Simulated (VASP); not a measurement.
# BaRe (Pm-3m) in VASP: further runs

The runs below take BaRe through single point, with PBEsol.

All numbers are computed with VASP 6.6.1; they aren't measurements. Logs are shortened: lines on timing, memory, paths and dates and some standing lists are left out, and cuts for length are marked.

## Step 1: The cell of the first run

The structure is cubic, space group Pm-3m (No. 221). Conventional cell: a = 3.663 Å, b = 3.663 Å, c = 3.663 Å, α = 90.00°, β = 90.00°, γ = 90.00°. Within 4.2 Å of Ba (site symmetry m-3m) lie 8 Re at 3.17 Å and 6 Ba at 3.66 Å. Re (site symmetry m-3m) has 8 Ba at 3.17 Å and 6 Re at 3.66 Å within 4.2 Å.

## Step 2: Single point, PBEsol (volume scaled by 1.040)

INCAR

```
SYSTEM = BaRe
  ALGO = Normal
  EDIFF = 1E-6
  ENCUT = 500
  GGA = PS
  GGA_COMPAT = .FALSE.
  ISIF = 2
  ISMEAR = 0
  LASPH = .TRUE.
  LCHARG = .FALSE.
  LREAL = .FALSE.
  LWAVE = .FALSE.
  NBANDS = 20
  NELM = 120
  PREC = Accurate
  SIGMA = 0.05
```

KPOINTS

```
k-points
0
G
  8 8 8
  0 0 0
```

POSCAR

```
BaRe
1.0
    3.6628458289      0.0000000000      0.0000000000
    0.0000000000      3.6628458289      0.0000000000
    0.0000000000      0.0000000000      3.6628458289
Ba Re
1 1
Direct
    0.0000000000      0.0000000000      0.0000000000
    0.5000000000      0.5000000000      0.5000000000
```

Potentials or basis: VASP PAW PBE potentials, release 64 (Ba_sv, Re_sv_GW).

Command:

```
$ cat potpaw_PBE.64/Ba_sv/POTCAR potpaw_PBE.64/Re_sv_GW/POTCAR > POTCAR
$ mpirun -np 1 vasp_std > vasp.out
```

OUTCAR:

```text
SYSTEM = BaRe
   EDIFF = 1E-6
   ENCUT = 500
   GGA = PS
   ISIF = 2
   ISMEAR = 0
   LASPH = .TRUE.
   LREAL = .FALSE.
   NELM = 120
   PREC = Accurate

 ion  position               nearest neighbor table
   1  0.000  0.000  0.000-   2 3.17   2 3.17   2 3.17   2 3.17   2 3.17   2 3.17   2 3.17   2 3.17

   2  0.500  0.500  0.500-   1 3.17   1 3.17   1 3.17   1 3.17   1 3.17   1 3.17   1 3.17   1 3.17

  LATTYP: Found a simple cubic cell.
 ALAT       =     3.6628458289

  Lattice vectors:

 A1 = (   3.6628458289,   0.0000000000,   0.0000000000)
 A2 = (   0.0000000000,   3.6628458289,   0.0000000000)
 A3 = (   0.0000000000,   0.0000000000,   3.6628458289)

Analysis of symmetry for initial positions (statically):
=====================================================================
 Subroutine PRICEL returns:
 Original cell was already a primitive cell.

 Routine SETGRP: Setting up the symmetry group for a
 simple cubic supercell.

 Subroutine GETGRP returns: Found 48 space group operations
 (whereof 48 operations were pure point group operations)
 out of a pool of 48 trial point group operations.

The static configuration has the point symmetry O_h .

Analysis of symmetry for dynamics (positions and initial velocities):
=====================================================================
 Subroutine PRICEL returns:
 Original cell was already a primitive cell.

 Routine SETGRP: Setting up the symmetry group for a
 simple cubic supercell.

 Subroutine GETGRP returns: Found 48 space group operations
 (whereof 48 operations were pure point group operations)
 out of a pool of 48 trial point group operations.

The dynamic configuration has the point symmetry O_h .

 Subroutine INISYM returns: Found 48 space group operations
 (whereof 48 operations are pure point group operations),
 and found     1 'primitive' translations

----------------------------------------------------------------------------------------

                                     Primitive cell

  volume of cell :      49.1423

  direct lattice vectors                    reciprocal lattice vectors
     3.662845829  0.000000000  0.000000000     0.273011764  0.000000000  0.000000000
     0.000000000  3.662845829  0.000000000     0.000000000  0.273011764  0.000000000
[... 75 lines left out ...]
 SYSTEM =  BaRe
   PREC   = accura    normal or accurate (medium, high low for compatibility)
   ISTART =      0    job   : 0-new  1-cont  2-samecut
   ICHARG =      2    charge: 1-file 2-atom 10-const
   ISPIN  =      1    spin polarized calculation?
   LNONCOLLINEAR =      F non collinear calculations
   LSORBIT =      F    spin-orbit coupling
   LASPH  =      T    aspherical Exc in radial PAW
   ENCUT  =  500.0 eV  36.75 Ry    6.06 a.u.   6.68  6.68  6.68*2*pi/ulx,y,z
   NELM   =    120;   NELMIN=  2; NELMDL= -5     # of ELM steps
   EDIFF  = 0.1E-05   stopping-criterion for ELM
   LREAL  =      F    real-space projection
   EDIFFG = 0.1E-04   stopping-criterion for IOM
   NSW    =      0    number of steps for IOM
   IBRION =     -1    ionic relax: 0-MD 1-quasi-New 2-CG
   NFREE  =      0    steps in history (QN), initial steepest desc. (CG)
   ISIF   =      2    stress and relaxation
   ISYM   =      2    0-nonsym 1-usesym 2-fastsym
   POTIM  = 0.5000    time-step for ionic-motion
   TEBEG  =    0.0;   TEEND  =   0.0 temperature during run
   PSTRESS=    0.0 pullay stress
   NELECT =      25.0000    total number of electrons
   NUPDOWN=      -1.0000    fix difference up-down
   EMIN   =  10.00;   EMAX   =-10.00  energy-range for DOS
   EFERMI =   0.00;   METHOD = LEGACY
   ISMEAR =     0;   SIGMA  =   0.05  broadening in eV -4-tet -1-fermi 0-gaus
   EFERMI_NEDOS =   21; number of points for ismear=-14 and -15
   IALGO  =     38    algorithm
   IMIX   =      4    mixing-type and parameters
     AMIX     =   0.40;   BMIX     =  1.00
     AMIX_MAG =   1.60;   BMIX_MAG =  1.00
  volume/ion in A,a.u.               =      24.57       165.81
  Fermi-wavevector in a.u.,A,eV,Ry     =   1.306881  2.469648 23.237923  1.707939
  Thomas-Fermi vector in A             =   2.437654
   LORBIT       =      0    0 simple, 1 ext, 2 COOP (PROOUT), +10 PAW based schemes
   GGA     = PS    functional components
   LHFCALC =     F    Hartree Fock is set to
   AEXX    =    0.0000 exact exchange contribution
   IVDW    =     0    specifies the selected vdW correction
   LEPSILON=     F    determine dielectric tensor
   LRPA    =     F    only Hartree local field effects (RPA)
 non-spin polarized calculation
 Gauss-broadening in eV      SIGMA  =   0.05
  energy-cutoff  :      500.00
  volume of cell :       49.14
 maximum number of plane-waves:      1273
 NGX is ok and might be reduce to    28
   NGX = 13   NGY = 13   NGZ = 13

 number of electron      25.0000000 magnetization

 Free energy of the ion-electron system (eV)
  ---------------------------------------------------
  ext. energy  EPLUGINS =         0.00000000
  ---------------------------------------------------
  free energy    TOTEN  =       -12.95184057 eV

  energy without entropy =      -12.94359417  energy(sigma->0) =      -12.94771737

 E-fermi :   5.6600     XC(G=0): -11.3087

 val. band max:        5.6569252861   @ k =   0.5000   0.1250   0.1250
 cond. band min:       5.6691567166   @ k =   0.5000   0.1250   0.1250
 fundamental gap:      0.0122314305
 Fermi energy:         5.6600067949

 k-point     1 :       0.0000    0.0000    0.0000
  band No.  band energies     occupation
      1     -73.6464      2.00000
      2     -35.4500      2.00000
      3     -35.4500      2.00000
      4     -35.4500      2.00000
      5     -20.9764      2.00000
      6      -5.6741      2.00000
[... 541 lines left out ...]
     19      13.9208      0.00000
     20      15.4923      0.00000

 [... further k-points ...]
[... 5 lines left out ...]
  --------------------------------------------------------------------------------------
  -------------------------------------------------------------------------------------
  Total       -0.1864029     -0.1864029     -0.1864029      0.0000000     -0.0000000      0.0000000
  in kB       -6.0772528     -6.0772528     -6.0772528      0.0000000     -0.0000000      0.0000000
  external PRESSURE =      -6.0772528 kB  Pullay stress =       0.0000000 kB

 VOLUME and BASIS-vectors are now :
 -----------------------------------------------------------------------------
  energy-cutoff  :      500.00
  volume of cell :       49.14
      direct lattice vectors                 reciprocal lattice vectors
     3.662845829  0.000000000  0.000000000     0.273011764  0.000000000  0.000000000
     0.000000000  3.662845829  0.000000000     0.000000000  0.273011764  0.000000000
     0.000000000  0.000000000  3.662845829     0.000000000  0.000000000  0.273011764

 POSITION                                       TOTAL-FORCE (eV/Angst)
 -----------------------------------------------------------------------------------
      0.00000      0.00000      0.00000         0.000000      0.000000      0.000000
      1.83142      1.83142      1.83142         0.000000      0.000000      0.000000
 -----------------------------------------------------------------------------------
    total drift:                                0.000000      0.000000      0.000000

  FREE ENERGIE OF THE ION-ELECTRON SYSTEM (eV)
  ---------------------------------------------------
  free  energy   TOTEN  =       -12.9518405662 eV

  energy  without entropy=      -12.9435941677  energy(sigma->0) =      -12.94771737
```

OSZICAR:

```text
N       E                     dE             d eps       ncg     rms          rms(c)
[... 12 lines left out ...]
DAV:  13    -0.129593383316E+02    0.18150E-02   -0.57969E-04  1452   0.173E-01    0.528E+01
DAV:  14    -0.129567083864E+02    0.26299E-02   -0.16494E-03  1456   0.281E-01    0.419E+01
DAV:  15    -0.129540706489E+02    0.26377E-02   -0.27550E-03  1472   0.351E-01    0.287E+01
DAV:  16    -0.129525177463E+02    0.15529E-02   -0.24935E-03  1492   0.326E-01    0.164E+01
DAV:  17    -0.129519884282E+02    0.52932E-03   -0.11118E-03  1540   0.216E-01    0.761E+00
DAV:  18    -0.129518566309E+02    0.13180E-03   -0.36202E-04  1564   0.122E-01    0.274E+00
DAV:  19    -0.129518405136E+02    0.16117E-04   -0.72778E-05  1648   0.534E-02    0.703E-01
DAV:  20    -0.129518405662E+02   -0.52513E-07   -0.82113E-06  1588   0.185E-02
   1 F= -.12951841E+02 E0= -.12947717E+02  d E =-.824640E-02
```

stdout:

```text
POSCAR found type information on POSCAR BaRe
 POSCAR found :  2 types and       2 ions
 scaLAPACK will be used
 -----------------------------------------------------------------------------
|                                                                             |
|                                                                             |
|     You enforced a specific xc type in the INCAR file but a different       |
|     I HOPE YOU KNOW WHAT YOU ARE DOING!                                     |
|                                                                             |
 -----------------------------------------------------------------------------

 LDA part: xc-table for (Slater+PW92), standard interpolation
 POSCAR, INCAR and KPOINTS ok, starting setup
 FFT: planning ... GRIDC
 FFT: planning ... GRID_SOFT
 FFT: planning ... GRID
 WAVECAR not read
 entering main loop
```

Wall time 40 s (1 thread of Intel Xeon Platinum 8259CL at 2.50GHz (Skylake/Cascade Lake), shared host); peak memory 0.18 GiB.

What came out:

* Free energy: -12.9518 eV
* Pressure: -0.6 GPa

Caveat: the cell differs from its parent crystal (volume scaled by 1.040); the PAW data sets were made with another functional, which shifts forces and pressure a little; spin-orbit coupling is left out, which moves the levels of the heavy elements.

## Step 3: Single point, PBEsol

This run uses another cell than the first one, of 24.12 Å³/atom, 0.982 times its volume.

INCAR

```
  PREC = Accurate
  ENCUT = 500
  EDIFF = 1E-6
  ISMEAR = 0
  SIGMA = 0.05
  LREAL = False
  LASPH = True
  NELM = 120
  ALGO = Normal
  ISIF = 2
  LWAVE = False
  LCHARG = True
  GGA = PS
  LELF = True
  LVHAR = True
  NBANDS = 20
  GGA_COMPAT = False
```

KPOINTS

```
regular mesh
0
Gamma
  8 8 8
```

POSCAR

```
BaRe
1.0
    3.6401939807      0.0000000000      0.0000000000
    0.0000000000      3.6401939807      0.0000000000
    0.0000000000      0.0000000000      3.6401939807
Ba Re
1 1
Direct
    0.0000000000      0.0000000000      0.0000000000
    0.5000000000      0.5000000000      0.5000000000
```

Potentials or basis: VASP PAW PBE potentials, release 64 (Ba_sv, Re_sv_GW).

Command:

```
$ cat potpaw_PBE.64/Ba_sv/POTCAR potpaw_PBE.64/Re_sv_GW/POTCAR > POTCAR
$ mpirun -np 1 vasp_std > vasp.out
```

OUTCAR:

```text
PREC = Accurate
   ENCUT = 500
   EDIFF = 1E-6
   ISMEAR = 0
   LREAL = False
   LASPH = True
   NELM = 120
   ISIF = 2
   GGA = PS

 ion  position               nearest neighbor table
   1  0.000  0.000  0.000-   2 3.15   2 3.15   2 3.15   2 3.15   2 3.15   2 3.15   2 3.15   2 3.15

   2  0.500  0.500  0.500-   1 3.15   1 3.15   1 3.15   1 3.15   1 3.15   1 3.15   1 3.15   1 3.15

  LATTYP: Found a simple cubic cell.
 ALAT       =     3.6401939807

  Lattice vectors:

 A1 = (   3.6401939807,   0.0000000000,   0.0000000000)
[... 190 lines left out ...]
      4     -35.2837      2.00000
      5     -20.8259      2.00000
      6      -5.4923      2.00000
[... 541 lines left out ...]
     19      14.2083      0.00000
     20      15.8337      0.00000

 [... further k-points ...]
[... 5 lines left out ...]
  --------------------------------------------------------------------------------------
  -------------------------------------------------------------------------------------
  Total        0.1654211      0.1654211      0.1654211     -0.0000000      0.0000000      0.0000000
  in kB        5.4944966      5.4944966      5.4944966     -0.0000000      0.0000000      0.0000000
  external PRESSURE =       5.4944966 kB  Pullay stress =       0.0000000 kB

 VOLUME and BASIS-vectors are now :
 -----------------------------------------------------------------------------
  energy-cutoff  :      500.00
  volume of cell :       48.24
      direct lattice vectors                 reciprocal lattice vectors
     3.640193981  0.000000000  0.000000000     0.274710635  0.000000000  0.000000000
     0.000000000  3.640193981  0.000000000     0.000000000  0.274710635  0.000000000
     0.000000000  0.000000000  3.640193981     0.000000000  0.000000000  0.274710635

 POSITION                                       TOTAL-FORCE (eV/Angst)
 -----------------------------------------------------------------------------------
      0.00000      0.00000      0.00000         0.000000      0.000000      0.000000
      1.82010      1.82010      1.82010         0.000000      0.000000      0.000000
 -----------------------------------------------------------------------------------
    total drift:                                0.000000      0.000000      0.000000

  FREE ENERGIE OF THE ION-ELECTRON SYSTEM (eV)
  ---------------------------------------------------
  free  energy   TOTEN  =       -12.9479060473 eV

  energy  without entropy=      -12.9403656206  energy(sigma->0) =      -12.94413583
```

OSZICAR:

```text
N       E                     dE             d eps       ncg     rms          rms(c)
DAV:   1     0.200376780809E+03    0.20038E+03   -0.14273E+04  1424   0.115E+03
DAV:   2    -0.449966350184E+01   -0.20488E+03   -0.20047E+03  1836   0.313E+02
DAV:   3    -0.157208782286E+02   -0.11221E+02   -0.11094E+02  1692   0.670E+01
DAV:   4    -0.159787151165E+02   -0.25784E+00   -0.25765E+00  1708   0.102E+01
[... 15 lines left out ...]
DAV:  20    -0.129479320483E+02   -0.63308E-05   -0.96297E-06  1508   0.260E-02    0.339E+00
DAV:  21    -0.129479129017E+02    0.19147E-04   -0.35046E-05  1424   0.419E-02    0.114E+00
DAV:  22    -0.129479076807E+02    0.52210E-05   -0.86548E-06  1524   0.193E-02    0.488E-01
DAV:  23    -0.129479064542E+02    0.12265E-05   -0.93432E-07   804   0.656E-03    0.185E-01
DAV:  24    -0.129479060473E+02    0.40685E-06   -0.28399E-07   736   0.346E-03
   1 F= -.12947906E+02 E0= -.12944136E+02  d E =-.754043E-02
```

It took 62 s on 1 thread of Intel Xeon Platinum 8488C (Sapphire Rapids), shared host; peak memory 0.19 GiB.

What came out:

```
Free energy : -12.9479 eV
Pressure    : 0.5 GPa
```

Caveat: the PAW data sets were made with another functional, which shifts forces and pressure a little; spin-orbit coupling is left out, which moves the levels of the heavy elements.
